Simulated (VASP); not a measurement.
# ZrSi23C24 (a cell with a defect) (Moissanite 6H) in VASP: single point with PBE

Aim: the single point of ZrSi23C24 (a cell with a defect) (Moissanite 6H) with PBE.

All numbers are computed with VASP 6.6.1; they aren't measurements. Logs are shortened: lines on timing, memory, paths and dates and some standing lists are left out, and cuts for length are marked.

### 1 The cell of the first run

The cell holds a defect, 48 atoms: a = 6.190 Å, b = 6.190 Å, c = 15.170 Å, α = 90.00°, β = 90.00°, γ = 120.00°.

### 2 Single point, PBE

Contents of INCAR:

```
ALGO = Normal ; EDIFF = 1E-7
ENCUT = 520 ; GGA = PE
ISIF = 2 ; ISMEAR = -1
LASPH = T ; LCHARG = F
LREAL = Auto ; LWAVE = F
NBANDS = 130 ; NELM = 100
PREC = Accurate ; SIGMA = 0.01
```

Contents of KPOINTS:

```
k-points
0
Gamma
  4 4 2
```

Contents of POSCAR:

```
ZrSi23C24
1.0
    6.1900000000      0.0000000000      0.0000000000
   -3.0950000000      5.3606972494      0.0000000000
    0.0000000000      0.0000000000     15.1700000000
Si Zr C
23 1 24
Direct
    0.0000000000      0.0000000000      0.1250000000
    0.0000000000      0.5000000000      0.1250000000
    0.5000000000      0.0000000000      0.1250000000
    0.5000000000      0.5000000000      0.1250000000
    0.0000000000      0.0000000000      0.6250000000
    0.0000000000      0.5000000000      0.6250000000
    0.5000000000      0.0000000000      0.6250000000
    0.5000000000      0.5000000000      0.6250000000
    0.1666666666      0.3333333334      0.2917000000
    0.1666666666      0.8333333334      0.2917000000
    0.6666666666      0.3333333334      0.2917000000
    0.6666666666      0.8333333334      0.2917000000
    0.3333333334      0.1666666666      0.7917000000
    0.3333333334      0.6666666666      0.7917000000
    0.8333333334      0.1666666666      0.7917000000
    0.8333333334      0.6666666666      0.7917000000
    0.1666666666      0.8333333334      0.9583000000
    0.6666666666      0.3333333334      0.9583000000
    0.6666666666      0.8333333334      0.9583000000
    0.3333333334      0.1666666666      0.4583000000
    0.3333333334      0.6666666666      0.4583000000
    0.8333333334      0.1666666666      0.4583000000
    0.8333333334      0.6666666666      0.4583000000
    0.1666666666      0.3333333334      0.9583000000
    0.0000000000      0.0000000000      0.0000000000
    0.0000000000      0.5000000000      0.0000000000
    0.5000000000      0.0000000000      0.0000000000
    0.5000000000      0.5000000000      0.0000000000
    0.0000000000      0.0000000000      0.5000000000
    0.0000000000      0.5000000000      0.5000000000
    0.5000000000      0.0000000000      0.5000000000
    0.5000000000      0.5000000000      0.5000000000
    0.1666666666      0.3333333334      0.1667000000
    0.1666666666      0.8333333334      0.1667000000
    0.6666666666      0.3333333334      0.1667000000
    0.6666666666      0.8333333334      0.1667000000
    0.3333333334      0.1666666666      0.6667000000
    0.3333333334      0.6666666666      0.6667000000
    0.8333333334      0.1666666666      0.6667000000
    0.8333333334      0.6666666666      0.6667000000
    0.1666666666      0.3333333334      0.8333000000
    0.1666666666      0.8333333334      0.8333000000
    0.6666666666      0.3333333334      0.8333000000
    0.6666666666      0.8333333334      0.8333000000
    0.3333333334      0.1666666666      0.3333000000
    0.3333333334      0.6666666666      0.3333000000
    0.8333333334      0.1666666666      0.3333000000
    0.8333333334      0.6666666666      0.3333000000
```

Potentials or basis: VASP PAW PBE potentials, release 64 (Si, Zr_sv, C).

Command:

```console
$ cat potpaw_PBE.64/Si/POTCAR potpaw_PBE.64/Zr_sv/POTCAR potpaw_PBE.64/C/POTCAR > POTCAR
$ mpirun -np 1 vasp_std > vasp.out
```

OUTCAR:

```text
EDIFF = 1E-7
   ENCUT = 520
   GGA = PE
   ISIF = 2
   ISMEAR = -1
   LASPH = T
   LREAL = Auto
   NELM = 100
   PREC = Accurate

 ion  position               nearest neighbor table
   1  0.000  0.000  0.125-  34 1.90  33 1.90  36 1.90  25 1.90   2 3.09   4 3.09   2 3.09   4 3.09
                             3 3.10   3 3.10  17 3.10  10 3.10  24 3.10   9 3.10  12 3.10  19 3.10
   2  0.000  0.500  0.125-  33 1.90  34 1.90  35 1.90  26 1.90   1 3.09   3 3.09   1 3.09   3 3.09
                             4 3.10   4 3.10  24 3.10   9 3.10  10 3.10  17 3.10  11 3.10  18 3.10
   3  0.500  0.000  0.125-  36 1.90  35 1.90  34 1.90  27 1.90   2 3.09   4 3.09   4 3.09   2 3.09
                             1 3.10   1 3.10  19 3.10  12 3.10  11 3.10  18 3.10  17 3.10  10 3.10
   4  0.500  0.500  0.125-  35 1.90  36 1.90  33 1.90  28 1.90   1 3.09   3 3.09   3 3.09   1 3.09
                             2 3.10   2 3.10  18 3.10  11 3.10  19 3.10  12 3.10  24 3.10   9 3.10
   5  0.000  0.000  0.625-  39 1.90  40 1.90  37 1.90  29 1.90   6 3.09   8 3.09   6 3.09   8 3.09
                             7 3.10   7 3.10  22 3.10  15 3.10  23 3.10  16 3.10  20 3.10  13 3.10
   6  0.000  0.500  0.625-  40 1.90  39 1.90  38 1.90  30 1.90   5 3.09   7 3.09   5 3.09   7 3.09
                             8 3.10   8 3.10  23 3.10  16 3.10  15 3.10  22 3.10  21 3.10  14 3.10
   7  0.500  0.000  0.625-  37 1.90  38 1.90  39 1.90  31 1.90   6 3.09   8 3.09   8 3.09   6 3.09
                             5 3.10   5 3.10  20 3.10  13 3.10  21 3.10  14 3.10  22 3.10  15 3.10
   8  0.500  0.500  0.625-  38 1.90  37 1.90  40 1.90  32 1.90   5 3.09   7 3.09   7 3.09   5 3.09
                             6 3.10   6 3.10  21 3.10  14 3.10  13 3.10  20 3.10  23 3.10  16 3.10
   9  0.167  0.333  0.292-  46 1.90  47 1.90  45 1.90  33 1.90  10 3.09  12 3.09  10 3.09  12 3.09
[... 53 lines left out ...]
  47  0.833  0.167  0.333-  12 1.90   9 1.90  11 1.90  22 1.90
  48  0.833  0.667  0.333-  11 1.90  10 1.90  12 1.90  23 1.90

  LATTYP: Found a hexagonal cell.
 ALAT       =     6.1900000000
 C/A-ratio  =     2.4507269790

  Lattice vectors:

 A1 = (   6.1900000000,   0.0000000000,   0.0000000000)
 A2 = (  -3.0950000000,   5.3606972494,   0.0000000000)
 A3 = (   0.0000000000,   0.0000000000,  15.1700000000)

Analysis of symmetry for initial positions (statically):
=====================================================================
 Subroutine PRICEL returns:
 Original cell was already a primitive cell.

 Routine SETGRP: Setting up the symmetry group for a
 hexagonal supercell.

 Subroutine GETGRP returns: Found  6 space group operations
 (whereof  2 operations were pure point group operations)
 out of a pool of 24 trial point group operations.

The static configuration has the point symmetry C_1h.
 The point group associated with its full space group is C_3v.

Analysis of symmetry for dynamics (positions and initial velocities):
=====================================================================
 Subroutine PRICEL returns:
[... 195 lines left out ...]
   PSTRESS=    0.0 pullay stress
   NELECT =     200.0000    total number of electrons
   NUPDOWN=      -1.0000    fix difference up-down
   EMIN   =  10.00;   EMAX   =-10.00  energy-range for DOS
   EFERMI =   0.00;   METHOD = LEGACY
   ISMEAR =    -1;   SIGMA  =   0.01  broadening in eV -4-tet -1-fermi 0-gaus
   EFERMI_NEDOS =   21; number of points for ismear=-14 and -15
   IALGO  =     38    algorithm
   IMIX   =      4    mixing-type and parameters
     AMIX     =   0.40;   BMIX     =  1.00
     AMIX_MAG =   1.60;   BMIX_MAG =  1.00
  volume/ion in A,a.u.               =      10.49        70.77
  Fermi-wavevector in a.u.,A,eV,Ry     =   1.203517  2.274318 19.707411  1.448454
  Thomas-Fermi vector in A             =   2.339268
   LORBIT       =      0    0 simple, 1 ext, 2 COOP (PROOUT), +10 PAW based schemes
   GGA     = PE    functional components
[... 5 lines left out ...]
 non-spin polarized calculation
  energy-cutoff  :      520.00
  volume of cell :      503.38
 maximum number of plane-waves:     13665
 NGX is ok and might be reduce to    48
   NGX = 23   NGY = 23   NGZ = 57

 number of electron     200.0000008 magnetization

 Free energy of the ion-electron system (eV)
  ---------------------------------------------------
  ext. energy  EPLUGINS =         0.00000000
  ---------------------------------------------------
  free energy    TOTEN  =      -359.62615180 eV

  energy without entropy =     -359.62615180  energy(sigma->0) =     -359.62615180

 E-fermi :   8.3791     XC(G=0): -11.3632

 val. band max:        8.1285410015   @ k =   0.5000   0.0000   0.5000
 cond. band min:      10.1274807764   @ k =   0.0000   0.0000   0.0000
 fundamental gap:      1.9989397749
 Fermi energy:         8.3790818555

 k-point     1 :       0.0000    0.0000    0.0000
  band No.  band energies     occupation
      1     -37.8311      2.00000
      2     -16.5815      2.00000
      3     -16.5761      2.00000
      4     -16.5761      2.00000
      5      -7.1401      2.00000
      6      -6.6626      2.00000
[... 909 lines left out ...]
    111      12.9289      0.00000
    112      13.0288      0.00000
 [bands above 112 left out]

------------------------ aborting loop because EDIFF is reached ----------------------------------------

  FORCE on cell =-STRESS in cart. coord.  units (eV):
  Direction    XX          YY          ZZ          XY          YZ          ZX
  --------------------------------------------------------------------------------------
  -------------------------------------------------------------------------------------
  Total       20.6320015     20.6320015     21.3958937     -0.0000000      0.0000000     -0.0000000
  in kB       65.6680974     65.6680974     68.0994342     -0.0000000      0.0000000     -0.0000000
  external PRESSURE =      66.4785430 kB  Pullay stress =       0.0000000 kB

 VOLUME and BASIS-vectors are now :
 -----------------------------------------------------------------------------
  energy-cutoff  :      520.00
  volume of cell :      503.38
      direct lattice vectors                 reciprocal lattice vectors
     6.190000000  0.000000000  0.000000000     0.161550889  0.093271449  0.000000000
    -3.095000000  5.360697249  0.000000000     0.000000000  0.186542898  0.000000000
     0.000000000  0.000000000 15.170000000     0.000000000  0.000000000  0.065919578

 POSITION                                       TOTAL-FORCE (eV/Angst)
 -----------------------------------------------------------------------------------
      0.00000      0.00000      1.89625         0.000000     -0.353748     -0.142964
     -1.54750      2.68035      1.89625        -0.306355      0.176874     -0.142964
      3.09500      0.00000      1.89625         0.000000     -0.000000      0.092216
      1.54750      2.68035      1.89625         0.306355      0.176874     -0.142964
      0.00000      0.00000      9.48125         0.000000      0.029764      0.071905
     -1.54750      2.68035      9.48125         0.025776     -0.014882      0.071905
[... 40 lines left out ...]
      4.64250      0.89345      5.05616         0.010522      0.006075     -0.036115
      3.09500      3.57380      5.05616         0.000000     -0.000000     -0.020599
 -----------------------------------------------------------------------------------
    total drift:                                0.000001     -0.000000     -0.001772

  FREE ENERGIE OF THE ION-ELECTRON SYSTEM (eV)
  ---------------------------------------------------
  free  energy   TOTEN  =      -359.6261518036 eV

  energy  without entropy=     -359.6261518036  energy(sigma->0) =     -359.62615180
```

OSZICAR:

```text
N       E                     dE             d eps       ncg     rms          rms(c)
DAV:   1     0.738642310312E+03    0.73864E+03   -0.93243E+04  2080   0.141E+03
DAV:   2    -0.325404360361E+03   -0.10640E+04   -0.10166E+04  2560   0.261E+02
DAV:   3    -0.402692933147E+03   -0.77289E+02   -0.76520E+02  2600   0.665E+01
DAV:   4    -0.406051127897E+03   -0.33582E+01   -0.33529E+01  3128   0.126E+01
DAV:   5    -0.406120640982E+03   -0.69513E-01   -0.69493E-01  2744   0.169E+00    0.618E+01
DAV:   6    -0.360523408828E+03    0.45597E+02   -0.16025E+02  2344   0.253E+01    0.264E+01
DAV:   7    -0.359819010306E+03    0.70440E+00   -0.15493E+01  2656   0.826E+00    0.103E+01
DAV:   8    -0.359629001474E+03    0.19001E+00   -0.15842E+00  2384   0.289E+00    0.350E+00
DAV:   9    -0.359624822871E+03    0.41786E-02   -0.18642E-01  2488   0.117E+00    0.718E-01
DAV:  10    -0.359625580094E+03   -0.75722E-03   -0.31785E-02  2552   0.434E-01    0.371E-01
DAV:  11    -0.359625926007E+03   -0.34591E-03   -0.48332E-03  2520   0.197E-01    0.138E-01
DAV:  12    -0.359626127646E+03   -0.20164E-03   -0.79287E-04  2448   0.782E-02    0.404E-02
DAV:  13    -0.359626148463E+03   -0.20818E-04   -0.64941E-05  2728   0.217E-02    0.190E-02
DAV:  14    -0.359626150793E+03   -0.23292E-05   -0.11292E-05  2448   0.949E-03    0.588E-03
DAV:  15    -0.359626151481E+03   -0.68848E-06   -0.28021E-06  2624   0.485E-03    0.258E-03
DAV:  16    -0.359626151672E+03   -0.19100E-06   -0.60202E-07  2400   0.200E-03    0.139E-03
DAV:  17    -0.359626151803E+03   -0.13105E-06   -0.53240E-08  1320   0.693E-04    0.562E-04
DAV:  18    -0.359626151804E+03   -0.50568E-09   -0.25172E-08  1304   0.419E-04
   1 F= -.35962615E+03 E0= -.35962615E+03  d E =-.817213E-12
```

stdout:

```text
POSCAR found type information on POSCAR SiZrC
 POSCAR found :  3 types and      48 ions
 scaLAPACK will be used
 LDA part: xc-table for (Slater+PW92), standard interpolation
 POSCAR, INCAR and KPOINTS ok, starting setup
 FFT: planning ... GRIDC
 FFT: planning ... GRID_SOFT
 FFT: planning ... GRID
 WAVECAR not read
 entering main loop
```

It took 14 min on 1 thread of Intel Xeon 6975P-C (Granite Rapids), shared host; peak memory 0.77 GiB.

What came out:

```
Free energy            : -359.6262 eV
Pressure               : 6.6 GPa
Largest force          : 7.227 eV/Å
Band gap on the k mesh : 2.00 eV
```

Forces in eV/Å, atoms in the order of the input:
```
Si   0.000 -0.354 -0.143
Si  -0.306  0.177 -0.143
Si   0.000  0.000  0.092
Si   0.306  0.177 -0.143
Si   0.000  0.030  0.072
Si   0.026 -0.015  0.072
Si   0.000  0.000  0.029
Si  -0.026 -0.015  0.072
Si   0.000  0.000  0.134
Si   0.003  0.002  0.032
Si   0.000 -0.004  0.032
Si  -0.003  0.002  0.032
Si  -0.136  0.079 -0.161
Si   0.000 -0.157 -0.161
Si   0.136  0.079 -0.161
Si   0.000  0.000 -0.008
Si  -0.266 -0.154  0.240
Si   0.000  0.308  0.240
Si   0.266 -0.154  0.240
Si   0.011 -0.006  0.079
Si   0.000  0.013  0.079
Si  -0.011 -0.006  0.079
Si   0.000  0.000  0.066
Zr   0.000  0.000  0.321
C    0.000 -6.641  2.329
C   -5.752  3.321  2.329
C    0.000  0.000 -0.106
C    5.752  3.321  2.329
C    0.000  0.001 -0.148
C    0.001  0.000 -0.148
C    0.000  0.000 -0.198
C   -0.001  0.000 -0.148
C    0.000  0.000 -0.053
C    0.041  0.023  0.061
C    0.000 -0.047  0.061
C   -0.041  0.023  0.061
C    0.093 -0.053 -0.023
C    0.000  0.107 -0.023
C   -0.093 -0.053 -0.023
C    0.000  0.000  0.060
C    0.000  0.000 -7.227
C    0.018  0.010  0.001
C    0.000 -0.020  0.001
C   -0.018  0.010  0.001
C   -0.011  0.006 -0.036
C    0.000 -0.012 -0.036
C    0.011  0.006 -0.036
C    0.000  0.000 -0.021
```
